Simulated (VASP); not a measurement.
# TiAl5 (P1) in VASP: single point with PBE

Aim: the single point of TiAl5 with PBE.

Everything below comes from runs of VASP 6.6.1. Logs are shortened: lines on timing, memory, paths and dates and some standing lists are left out, and cuts for length are marked.

### Step 1. The cell of the first run

The typed cell holds 12 atoms: a = 5.206 Å, b = 5.205 Å, c = 8.997 Å, α = 73.18°, β = 73.16°, γ = 59.99°.

### Step 2. Single point, PBE

File INCAR:

```
SYSTEM = TiAl5
PREC     = Accurate       ! precision mode
ENCUT    = 520            ! plane-wave cutoff, eV
EDIFF    = 1E-6           ! SCF threshold, eV
ISMEAR   = 0              ! smearing method
SIGMA    = 0.2            ! smearing width, eV
LREAL    = .False.        ! projectors in reciprocal space
LASPH    = .True.         ! aspherical terms in the spheres
NELM     = 80             ! most SCF steps
ALGO     = Fast           ! electronic algorithm
ISIF     = 2              ! what is computed and relaxed
LWAVE    = .False.        ! write WAVECAR
LCHARG   = .False.        ! write CHGCAR
GGA      = PE             ! functional
NBANDS   = 39             ! bands
```

File KPOINTS:

```
Automatic mesh
0
Gamma
  6 6 6
  0 0 0
```

File POSCAR:

```
TiAl5
1.0
   -3.6819580875      0.0004804115     -3.6810134851
   -3.6806774319     -3.6801034275     -0.0007888479
   -7.3504226288      3.6697901581      3.6668242137
Ti Al
2 10
Direct
    0.4999152301      0.5000131810      0.5000854081
    0.9999221151      1.0000925297      1.0001432178
    0.8760954545      0.8739528415      0.3749466207
    0.3736065286      0.3757595963      0.8748092540
    0.1925189307      0.1832176906      0.4375381417
    0.6922514607      0.6831299930      0.9375469803
    0.4341253084      0.4410676759      0.1872040587
    0.9370205437      0.9380743096      0.6873143041
    0.9357997888      0.4350119915      0.1896392503
    0.4343741156      0.9404646539      0.6901111761
    0.4399586020      0.9388827396      0.1855726767
    0.9344119217      0.4403327973      0.6850889116
```

Potentials or basis: VASP PAW PBE potentials, release 64 (Ti_sv, Al).

Started as:

```sh
$ cat potpaw_PBE.64/Ti_sv/POTCAR potpaw_PBE.64/Al/POTCAR > POTCAR
$ mpirun -np 1 vasp_std > vasp.out
```

OUTCAR:

```text
SYSTEM = TiAl5
   PREC = Accurate
   ENCUT = 520
   EDIFF = 1E-6
   ISMEAR = 0
   LREAL = .False.
   LASPH = .True.
   NELM = 80
   ISIF = 2
   GGA = PE

 ion  position               nearest neighbor table
   1  0.500  0.500  0.500-  12 3.03   9 3.03   5 3.03   8 3.05   5 3.05  10 3.05   7 3.05   8 3.05
                            12 3.05  11 3.06  10 3.07   5 3.07
   2  1.000  0.000  0.000-  10 3.02  11 3.03   6 3.03   7 3.03   9 3.05   8 3.05   6 3.05  11 3.05
                             7 3.06   9 3.07  12 3.07   6 3.07
   3  0.876  0.874  0.375-  12 3.02   7 3.03   9 3.03   5 3.03   8 3.05   9 3.05  11 3.05   5 3.06
                            11 3.07   5 3.07   7 3.07  10 3.07
   4  0.374  0.376  0.875-   6 3.02  10 3.03  11 3.03   7 3.05   8 3.05  10 3.05   8 3.05  12 3.05
                             6 3.06   9 3.06  12 3.07   6 3.07
   5  0.193  0.183  0.438-  12 2.60  10 2.60  11 2.60   8 2.60   7 2.60   9 2.60   1 3.03   3 3.03
                             1 3.05   3 3.06   3 3.07   1 3.07
   6  0.692  0.683  0.938-   7 2.60  11 2.60   9 2.60  12 2.60   8 2.60  10 2.60   4 3.02   2 3.03
                             2 3.05   4 3.06   2 3.07   4 3.07
   7  0.434  0.441  0.187-   6 2.60   5 2.60  11 2.60   9 2.60  11 2.60   9 2.60   3 3.03   2 3.03
                             4 3.05   1 3.05   2 3.06   3 3.07
   8  0.937  0.938  0.687-   6 2.60   5 2.60  12 2.60  10 2.60  12 2.60  10 2.60   3 3.05   1 3.05
                             4 3.05   2 3.05   1 3.05   4 3.05
   9  0.936  0.435  0.190-   6 2.60   5 2.60  11 2.60   7 2.60  11 2.60   7 2.60   1 3.03   3 3.03
                             3 3.05   2 3.05   4 3.06   2 3.07
  10  0.434  0.940  0.690-   5 2.60   6 2.60  12 2.60   8 2.60  12 2.60   8 2.60   2 3.02   4 3.03
                             1 3.05   4 3.05   1 3.07   3 3.07
  11  0.440  0.939  0.186-   6 2.60   5 2.60   9 2.60   7 2.60   7 2.60   9 2.60   2 3.03   4 3.03
                             2 3.05   3 3.05   1 3.06   3 3.07
  12  0.934  0.440  0.685-   5 2.60   6 2.60   8 2.60  10 2.60  10 2.60   8 2.60   3 3.02   1 3.03
                             1 3.05   4 3.05   4 3.07   2 3.07

  Warning from LATTYP: Got some problem with cell dimensions!
  Tried to take original basis but could not verify dimensions!
  LATTYP: Found a triclinic cell.
 ALAT       =     5.2064071937
 B/A-ratio  =     0.9997024709
 C/A-ratio  =     1.7277019889
 COS(alpha) =     0.0001452648
 COS(beta)  =     0.2890869419
 COS(gamma) =     0.5001450411

  Lattice vectors:

 A1 = (   3.6819580875,  -0.0004804115,   3.6810134851)
 A2 = (   3.6806774319,   3.6801034275,   0.0007888479)
 A3 = (  -3.6684645413,   3.6693097466,   7.3478376988)

Analysis of symmetry for initial positions (statically):
=====================================================================
 Subroutine PRICEL returns:
 Original cell was already a primitive cell.

 Routine SETGRP: Setting up the symmetry group for a
 triclinic supercell.

 Subroutine GETGRP returns: Found  1 space group operations
 (whereof  1 operations were pure point group operations)
 out of a pool of  2 trial point group operations.

The static configuration has the point symmetry C_1 .

Analysis of symmetry for dynamics (positions and initial velocities):
=====================================================================
 Subroutine PRICEL returns:
 Original cell was already a primitive cell.

 Routine SETGRP: Setting up the symmetry group for a
 triclinic supercell.

 Subroutine GETGRP returns: Found  1 space group operations
 (whereof  1 operations were pure point group operations)
 out of a pool of  2 trial point group operations.

The dynamic configuration has the point symmetry C_1 .

 Subroutine INISYM returns: Found  1 space group operations
 (whereof  1 operations are pure point group operations),
 and found     1 'primitive' translations

----------------------------------------------------------------------------------------

                                     Primitive cell

  volume of cell :     198.9744

  direct lattice vectors                    reciprocal lattice vectors
    -3.681958087  0.000480411 -3.681013485    -0.067804680  0.067858949 -0.203833377
    -3.680677432 -3.680103428 -0.000788848    -0.067899724 -0.203835732  0.067890545
    -7.350422629  3.669790158  3.666824214    -0.068081667  0.068077687  0.068108023

  length of vectors
     5.206407194  5.204858136  8.996758996     0.225278399  0.225318672  0.117933827

[... 36 lines left out ...]

 Generating k-lattice:

  Cartesian coordinates                     Fractional coordinates (reciprocal lattice)
    -0.011300780  0.011309825 -0.033972229     0.166666667  0.000000000 -0.000000000
    -0.011316621 -0.033972622  0.011315091     0.000000000  0.166666667  0.000000000
    -0.011346945  0.011346281  0.011351337    -0.000000000  0.000000000  0.166666667

  Length of vectors
     0.037546400  0.037553112  0.019655638

  Shift w.r.t. Gamma in fractional coordinates (k-lattice)
     0.000000000  0.000000000  0.000000000

 Subroutine IBZKPT returns following result:
 ===========================================

 Found    112 irreducible k-points:

 Following reciprocal coordinates:
            Coordinates               Weight
  0.000000  0.000000  0.000000      1.000000
  0.166667  0.000000  0.000000      2.000000
  0.333333  0.000000  0.000000      2.000000
  0.500000  0.000000  0.000000      1.000000
  0.000000  0.166667  0.000000      2.000000
  0.166667  0.166667  0.000000      2.000000
[... 16 lines left out ...]
  0.333333  0.000000  0.166667      2.000000
  0.500000  0.000000  0.166667      2.000000
 [... further k-points ...]
   k-points           NKPTS =    112   k-points in BZ     NKDIM =    112   number of bands    NBANDS=     39
   number of dos      NEDOS =    301   number of ions     NIONS =     12
   total plane-waves  NPLWV = 112000
   dimension x,y,z NGX =    40 NGY =   40 NGZ =   70
   dimension x,y,z NGXF=    80 NGYF=   80 NGZF=  140
   ions per type =               2  10
   NGX,Y,Z   is equivalent  to a cutoff of  12.77, 12.78, 12.93 a.u.
   NGXF,Y,Z  is equivalent  to a cutoff of  25.54, 25.55, 25.87 a.u.
 SYSTEM =  TiAl5
   PREC   = accura    normal or accurate (medium, high low for compatibility)
   ISTART =      0    job   : 0-new  1-cont  2-samecut
   ICHARG =      2    charge: 1-file 2-atom 10-const
   ISPIN  =      1    spin polarized calculation?
   LNONCOLLINEAR =      F non collinear calculations
   LSORBIT =      F    spin-orbit coupling
   LASPH  =      T    aspherical Exc in radial PAW
   ENCUT  =  520.0 eV  38.22 Ry    6.18 a.u.   9.68  9.68 16.73*2*pi/ulx,y,z
   NELM   =     80;   NELMIN=  2; NELMDL= -5     # of ELM steps
   EDIFF  = 0.1E-05   stopping-criterion for ELM
   LREAL  =      F    real-space projection
   EDIFFG = 0.1E-04   stopping-criterion for IOM
   NSW    =      0    number of steps for IOM
   IBRION =     -1    ionic relax: 0-MD 1-quasi-New 2-CG
   NFREE  =      0    steps in history (QN), initial steepest desc. (CG)
   ISIF   =      2    stress and relaxation
   ISYM   =      2    0-nonsym 1-usesym 2-fastsym
   POTIM  = 0.5000    time-step for ionic-motion
   TEBEG  =    0.0;   TEEND  =   0.0 temperature during run
   PSTRESS=    0.0 pullay stress
   NELECT =      54.0000    total number of electrons
   NUPDOWN=      -1.0000    fix difference up-down
   EMIN   =  10.00;   EMAX   =-10.00  energy-range for DOS
   EFERMI =   0.00;   METHOD = LEGACY
   ISMEAR =     0;   SIGMA  =   0.20  broadening in eV -4-tet -1-fermi 0-gaus
   EFERMI_NEDOS =   21; number of points for ismear=-14 and -15
   IALGO  =     68    algorithm
   IMIX   =      4    mixing-type and parameters
     AMIX     =   0.40;   BMIX     =  1.00
     AMIX_MAG =   1.60;   BMIX_MAG =  1.00
  volume/ion in A,a.u.               =      16.58       111.90
  Fermi-wavevector in a.u.,A,eV,Ry     =   1.059921  2.002961 15.285239  1.123433
  Thomas-Fermi vector in A             =   2.195284
   LORBIT       =      0    0 simple, 1 ext, 2 COOP (PROOUT), +10 PAW based schemes
   GGA     = PE    functional components
   LHFCALC =     F    Hartree Fock is set to
   AEXX    =    0.0000 exact exchange contribution
   IVDW    =     0    specifies the selected vdW correction
   LEPSILON=     F    determine dielectric tensor
   LRPA    =     F    only Hartree local field effects (RPA)
 non-spin polarized calculation
 RMM-DIIS sequential band-by-band and
 Gauss-broadening in eV      SIGMA  =   0.20
  energy-cutoff  :      520.00
  volume of cell :      198.97
 maximum number of plane-waves:      5403
   NGX = 19   NGY = 19   NGZ = 33

 number of electron      54.0000000 magnetization

 Free energy of the ion-electron system (eV)
  ---------------------------------------------------
  ext. energy  EPLUGINS =         0.00000000
  ---------------------------------------------------
  free energy    TOTEN  =       -54.21307678 eV

  energy without entropy =      -54.04066818  energy(sigma->0) =      -54.12687248

 E-fermi :   7.7633     XC(G=0): -10.4182

 val. band max:        7.7468153793   @ k =  -0.0000   0.5000  -0.0000
 cond. band min:       7.7641428604   @ k =   0.5000   0.0000   0.1667
 fundamental gap:      0.0173274811
 Fermi energy:         7.7633239719

 k-point     1 :       0.0000    0.0000    0.0000
  band No.  band energies     occupation
      1     -49.1103      2.00000
      2     -49.1103      2.00000
      3     -25.3629      2.00000
      4     -25.3627      2.00000
      5     -25.3618      2.00000
      6     -25.3615      2.00000
[... 997 lines left out ...]
     38      10.8173      0.00000
     39      11.0868      0.00000

 [... further k-points ...]
[... 5 lines left out ...]
  --------------------------------------------------------------------------------------
  -------------------------------------------------------------------------------------
  Total       -0.0326804      0.0028173      0.0255796      0.0196527     -0.0012039     -0.0327334
  in kB       -0.2631483      0.0226856      0.2059712      0.1582474     -0.0096940     -0.2635752
  external PRESSURE =      -0.0114971 kB  Pullay stress =       0.0000000 kB

 VOLUME and BASIS-vectors are now :
 -----------------------------------------------------------------------------
  energy-cutoff  :      520.00
  volume of cell :      198.97
      direct lattice vectors                 reciprocal lattice vectors
    -3.681958087  0.000480411 -3.681013485    -0.067804680  0.067858949 -0.203833377
    -3.680677432 -3.680103428 -0.000788848    -0.067899724 -0.203835732  0.067890545
    -7.350422629  3.669790158  3.666824214    -0.068081667  0.068077687  0.068108023

 POSITION                                       TOTAL-FORCE (eV/Angst)
 -----------------------------------------------------------------------------------
     -7.35689     -0.00465     -0.00686         0.006945     -0.006697     -0.005543
     -3.68306      0.00067     -3.68020         0.009236     -0.003871     -0.010184
     -9.19850     -1.83984     -1.85075         0.005337     -0.012242     -0.002885
     -9.18887      1.82771      1.83222        -0.000737     -0.003866     -0.012426
     -4.59930      0.93151      0.89557         0.000780      0.000713      0.007764
    -11.95459      0.92694      0.88909        -0.000340     -0.005524      0.009833
     -4.59789     -0.93597     -0.91192        -0.015859      0.000730     -0.003129
    -11.95487     -0.92946     -0.92966        -0.016866     -0.003220     -0.008224
     -6.44064     -0.90450     -2.74966         0.003296     -0.004251      0.013945
    -10.13350     -0.92824      0.93084         0.007896     -0.002554      0.009644
     -6.43967     -2.77396     -0.93977         0.001519      0.016923      0.003338
    -10.09688      0.89411     -0.92783        -0.001205      0.023857     -0.002133
 -----------------------------------------------------------------------------------
    total drift:                                0.000130     -0.000075     -0.000056

  FREE ENERGIE OF THE ION-ELECTRON SYSTEM (eV)
  ---------------------------------------------------
  free  energy   TOTEN  =       -54.2130767810 eV

  energy  without entropy=      -54.0406681791  energy(sigma->0) =      -54.12687248
```

It took 43 min on 1 thread of AMD EPYC 9R45 (Zen 5), shared host; peak memory 0.77 GiB.

Results:

- Free energy: -54.2131 eV
- Pressure: 0.0 GPa
- Largest force: 0.024 eV/Å
- Band gap on the k mesh: zero (bands 27 and 28 overlap by 0.91 eV)

Forces in eV/Å, atoms in the order of the input:
```
Ti   0.007 -0.007 -0.006
Ti   0.009 -0.004 -0.010
Al   0.005 -0.012 -0.003
Al  -0.001 -0.004 -0.012
Al   0.001  0.001  0.008
Al   0.000 -0.006  0.010
Al  -0.016  0.001 -0.003
Al  -0.017 -0.003 -0.008
Al   0.003 -0.004  0.014
Al   0.008 -0.003  0.010
Al   0.002  0.017  0.003
Al  -0.001  0.024 -0.002
```

Levels at points of the mesh, in eV from the Fermi level:
```tsv
k point	band 23	band 24	band 25	band 26	band 27	band 28	band 29	band 30	band 31	band 32
(0.00, 0.00, 0.00)	-1.95	-1.92	-1.65	-1.28	-1.28	-0.17	-0.16	1.15	1.16	1.16
(0.50, 0.00, 0.00)	-1.08	-1.08	-0.06	-0.06	-0.03	-0.02	1.12	1.12	1.86	1.86
(0.00, 0.50, 0.00)	-1.08	-1.08	-0.05	-0.05	-0.02	-0.02	1.12	1.12	1.86	1.86
(0.50, 0.50, 0.00)	-0.18	-0.17	-0.11	0.16	0.16	0.53	1.29	1.36	2.02	2.02
(0.00, 0.00, 0.50)	-1.41	-1.41	-0.66	-0.66	-0.66	-0.65	-0.16	-0.16	1.33	1.33
(0.50, 0.00, 0.50)	-0.18	-0.16	-0.11	0.16	0.16	0.53	1.29	1.35	2.02	2.03
(0.00, 0.50, 0.50)	-0.18	-0.17	-0.11	0.16	0.16	0.53	1.29	1.36	2.02	2.02
(0.50, 0.50, 0.50)	-1.08	-1.08	-0.06	-0.05	-0.03	-0.02	1.12	1.12	1.86	1.86
```
